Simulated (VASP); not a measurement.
# GaN (hm.bB) (F-43m) in VASP: further runs

GaN (hm.bB) is run at these levels: PBE; tasks: single point.

All numbers are computed with VASP 6.6.1; they aren't measurements. Logs are shortened: lines on timing, memory, paths and dates and some standing lists are left out, and cuts for length are marked.

### Step 1. The cell of the first run

Symmetry: F-43m, No. 216, cubic system. The conventional cell has a = 4.549 Å, b = 4.549 Å, c = 4.549 Å, α = 90.00°, β = 90.00°, γ = 90.00°. Within 2.6 Å of Ga (site symmetry -43m) lie 4 N at 1.97 Å. Within 2.6 Å of N (site symmetry -43m) lie 4 Ga at 1.97 Å.

### Step 2. Single point, PBE

INCAR reads:

```
PREC     = Accurate       # precision mode
ENCUT    = 600            # plane-wave cutoff, eV
EDIFF    = 1E-6           # SCF threshold, eV
ISMEAR   = 0              # smearing method
SIGMA    = 0.02           # smearing width, eV
LREAL    = False          # projectors in reciprocal space
LASPH    = True           # aspherical terms in the spheres
NELM     = 120            # most SCF steps
ALGO     = Normal         # electronic algorithm
ISIF     = 2              # what is computed and relaxed
LWAVE    = False          # write WAVECAR
LCHARG   = False          # write CHGCAR
GGA      = PE             # functional
NBANDS   = 16             # bands
GGA_COMPAT= False
```

KPOINTS reads:

```
Automatic mesh
0
Gamma
  10 10 10
```

POSCAR reads:

```
GaN
1.0
    0.0000000000      2.2744128130      2.2744128130
    2.2744128130      0.0000000000      2.2744128130
    2.2744128130      2.2744128130      0.0000000000
Ga N
1 1
Direct
    0.0000000000      0.0000000000      0.0000000000
    0.2500000000      0.2500000000      0.2500000000
```

Potentials or basis: VASP PAW PBE potentials, release 64 (Ga_d, N).

Run with:

```
> cat potpaw_PBE.64/Ga_d/POTCAR potpaw_PBE.64/N/POTCAR > POTCAR
> mpirun -np 1 vasp_std > vasp.out
```

OUTCAR:

```text
PREC = Accurate
   ENCUT = 600
   EDIFF = 1E-6
   ISMEAR = 0
   LREAL = False
   LASPH = True
   NELM = 120
   ISIF = 2
   GGA = PE

 ion  position               nearest neighbor table
   1  0.000  0.000  0.000-   2 1.97   2 1.97   2 1.97   2 1.97
   2  0.250  0.250  0.250-   1 1.97   1 1.97   1 1.97   1 1.97

  LATTYP: Found a face centered cubic cell.
 ALAT       =     4.5488256260

  Lattice vectors:

 A1 = (   0.0000000000,   2.2744128130,   2.2744128130)
 A2 = (   2.2744128130,   0.0000000000,   2.2744128130)
 A3 = (   2.2744128130,   2.2744128130,   0.0000000000)

Analysis of symmetry for initial positions (statically):
=====================================================================
 Subroutine PRICEL returns:
 Original cell was already a primitive cell.

 Routine SETGRP: Setting up the symmetry group for a
 face centered cubic supercell.

 Subroutine GETGRP returns: Found 24 space group operations
 (whereof 24 operations were pure point group operations)
 out of a pool of 48 trial point group operations.

The static configuration has the point symmetry T_d .

Analysis of symmetry for dynamics (positions and initial velocities):
=====================================================================
 Subroutine PRICEL returns:
 Original cell was already a primitive cell.

 Routine SETGRP: Setting up the symmetry group for a
 face centered cubic supercell.

 Subroutine GETGRP returns: Found 24 space group operations
 (whereof 24 operations were pure point group operations)
 out of a pool of 48 trial point group operations.

The dynamic configuration has the point symmetry T_d .

 Subroutine INISYM returns: Found 24 space group operations
 (whereof 24 operations are pure point group operations),
 and found     1 'primitive' translations

----------------------------------------------------------------------------------------

                                     Primitive cell

  volume of cell :      23.5309

  direct lattice vectors                    reciprocal lattice vectors
     0.000000000  2.274412813  2.274412813    -0.219836961  0.219836961  0.219836961
     2.274412813  0.000000000  2.274412813     0.219836961 -0.219836961  0.219836961
     2.274412813  2.274412813  0.000000000     0.219836961  0.219836961 -0.219836961

  length of vectors
     3.216505447  3.216505447  3.216505447     0.380768785  0.380768785  0.380768785

  position of ions in fractional coordinates (direct lattice)
     0.000000000  0.000000000  0.000000000
     0.250000000  0.250000000  0.250000000
[... 72 lines left out ...]
   LNONCOLLINEAR =      F non collinear calculations
   LSORBIT =      F    spin-orbit coupling
   LASPH  =      T    aspherical Exc in radial PAW
   ENCUT  =  600.0 eV  44.10 Ry    6.64 a.u.   6.42  6.42  6.42*2*pi/ulx,y,z
   NELM   =    120;   NELMIN=  2; NELMDL= -5     # of ELM steps
   EDIFF  = 0.1E-05   stopping-criterion for ELM
   LREAL  =      F    real-space projection
   EDIFFG = 0.1E-04   stopping-criterion for IOM
   NSW    =      0    number of steps for IOM
   IBRION =     -1    ionic relax: 0-MD 1-quasi-New 2-CG
   NFREE  =      0    steps in history (QN), initial steepest desc. (CG)
   ISIF   =      2    stress and relaxation
   ISYM   =      2    0-nonsym 1-usesym 2-fastsym
   POTIM  = 0.5000    time-step for ionic-motion
   TEBEG  =    0.0;   TEEND  =   0.0 temperature during run
   PSTRESS=    0.0 pullay stress
   NELECT =      18.0000    total number of electrons
   NUPDOWN=      -1.0000    fix difference up-down
   EMIN   =  10.00;   EMAX   =-10.00  energy-range for DOS
   EFERMI =   0.00;   METHOD = LEGACY
   ISMEAR =     0;   SIGMA  =   0.02  broadening in eV -4-tet -1-fermi 0-gaus
   EFERMI_NEDOS =   21; number of points for ismear=-14 and -15
   IALGO  =     38    algorithm
   IMIX   =      4    mixing-type and parameters
     AMIX     =   0.40;   BMIX     =  1.00
     AMIX_MAG =   1.60;   BMIX_MAG =  1.00
  volume/ion in A,a.u.               =      11.77        79.40
  Fermi-wavevector in a.u.,A,eV,Ry     =   1.497223  2.829340 30.499847  2.241676
  Thomas-Fermi vector in A             =   2.609138
   LORBIT       =      0    0 simple, 1 ext, 2 COOP (PROOUT), +10 PAW based schemes
   GGA     = PE    functional components
   LHFCALC =     F    Hartree Fock is set to
   AEXX    =    0.0000 exact exchange contribution
   IVDW    =     0    specifies the selected vdW correction
   LEPSILON=     F    determine dielectric tensor
   LRPA    =     F    only Hartree local field effects (RPA)
 non-spin polarized calculation
 Gauss-broadening in eV      SIGMA  =   0.02
  energy-cutoff  :      600.00
  volume of cell :       23.53
 maximum number of plane-waves:       801
 NGX is ok and might be reduce to    28
   NGX = 13   NGY = 13   NGZ = 13

 number of electron      18.0000002 magnetization

 Free energy of the ion-electron system (eV)
  ---------------------------------------------------
  ext. energy  EPLUGINS =         0.00000000
  ---------------------------------------------------
  free energy    TOTEN  =       -12.15503903 eV

  energy without entropy =      -12.15503903  energy(sigma->0) =      -12.15503903

 E-fermi :   5.0744     XC(G=0): -11.5196

 val. band max:        4.9844564163   @ k =   0.0000   0.0000   0.0000
 cond. band min:       6.5300281431   @ k =   0.0000   0.0000   0.0000
 fundamental gap:      1.5455717268
 Fermi energy:         5.0744246231

 k-point     1 :       0.0000    0.0000    0.0000
  band No.  band energies     occupation
      1     -10.7171      2.00000
      2      -8.4384      2.00000
      3      -8.4384      2.00000
      4      -8.4384      2.00000
      5      -8.1458      2.00000
      6      -8.1458      2.00000
[... 433 lines left out ...]
      3      -8.2321      2.00000
      4      -8.2320      2.00000
      5      -8.0899      2.00000
      6      -7.1885      2.00000
[... 8 lines left out ...]
     15      26.8408      0.00000
     16      27.1113      0.00000

 [... further k-points ...]
[... 5 lines left out ...]
  --------------------------------------------------------------------------------------
  -------------------------------------------------------------------------------------
  Total       -0.0119079     -0.0119079     -0.0119079     -0.0000000      0.0000000     -0.0000000
  in kB       -0.8107862     -0.8107862     -0.8107862     -0.0000000      0.0000000     -0.0000000
  external PRESSURE =      -0.8107862 kB  Pullay stress =       0.0000000 kB

 VOLUME and BASIS-vectors are now :
 -----------------------------------------------------------------------------
  energy-cutoff  :      600.00
  volume of cell :       23.53
      direct lattice vectors                 reciprocal lattice vectors
     0.000000000  2.274412813  2.274412813    -0.219836961  0.219836961  0.219836961
     2.274412813  0.000000000  2.274412813     0.219836961 -0.219836961  0.219836961
     2.274412813  2.274412813  0.000000000     0.219836961  0.219836961 -0.219836961

 POSITION                                       TOTAL-FORCE (eV/Angst)
 -----------------------------------------------------------------------------------
      0.00000      0.00000      0.00000        -0.000000     -0.000000      0.000000
      1.13721      1.13721      1.13721         0.000000      0.000000     -0.000000
 -----------------------------------------------------------------------------------
    total drift:                                0.000000      0.000000      0.000000

  FREE ENERGIE OF THE ION-ELECTRON SYSTEM (eV)
  ---------------------------------------------------
  free  energy   TOTEN  =       -12.1550390322 eV

  energy  without entropy=      -12.1550390322  energy(sigma->0) =      -12.15503903
```

stdout:

```text
POSCAR found type information on POSCAR GaN
 POSCAR found :  2 types and       2 ions
 scaLAPACK will be used
 LDA part: xc-table for (Slater+PW92), standard interpolation
 POSCAR, INCAR and KPOINTS ok, starting setup
 FFT: planning ... GRIDC
 FFT: planning ... GRID_SOFT
 FFT: planning ... GRID
 WAVECAR not read
 entering main loop
```

It took 42 s on 1 thread of Intel Xeon 8259CL, shared host; peak memory 0.17 GiB.

Results:

- Free energy: -12.1550 eV
- Pressure: -0.1 GPa
- Band gap on the k mesh: 1.55 eV, direct

### Step 3. Single point, PBE

INCAR reads:

```
SYSTEM = GaN
PREC = Accurate
ENCUT = 600
EDIFF = 1E-6
ISMEAR = 0
SIGMA = 0.02
LREAL = .False.
LASPH = .True.
NELM = 120
ALGO = Normal
ISIF = 2
LWAVE = .False.
LCHARG = .False.
GGA = PE
NBANDS = 16
GGA_COMPAT = .False.
```

KPOINTS reads:

```
regular mesh
0
Gamma
  10 10 10
  0 0 0
```

POSCAR is that of step 2.

Potentials or basis: VASP PAW PBE potentials, release 64 (Ga_d, N).

Run with:

```
> cat potpaw_PBE.64/Ga_d/POTCAR potpaw_PBE.64/N/POTCAR > POTCAR
> mpirun -np 1 vasp_std > vasp.out
```

Run time: 43 s. Hardware: 1 thread of Intel Xeon 8259CL, shared host; peak memory 0.17 GiB.

It converged, with:

- Free energy: -12.1550 eV
- Pressure: -0.1 GPa
- Band gap on the k mesh: 1.55 eV, direct

Levels at points of the mesh, in eV from the valence-band top:
```
           k point  band 7  band 8  band 9  band 10  band 11  band 12
(0.00, 0.00, 0.00)    0.00    0.00    0.00     1.55    10.13    10.13
(0.50, 0.00, 0.00)   -6.86   -0.93   -0.93     4.45     8.59    10.22
(0.50, 0.50, 0.00)   -6.01   -2.61   -2.61     3.34     6.50    11.52
```

PBE gaps usually lie below the measured ones, often by a third to a half.
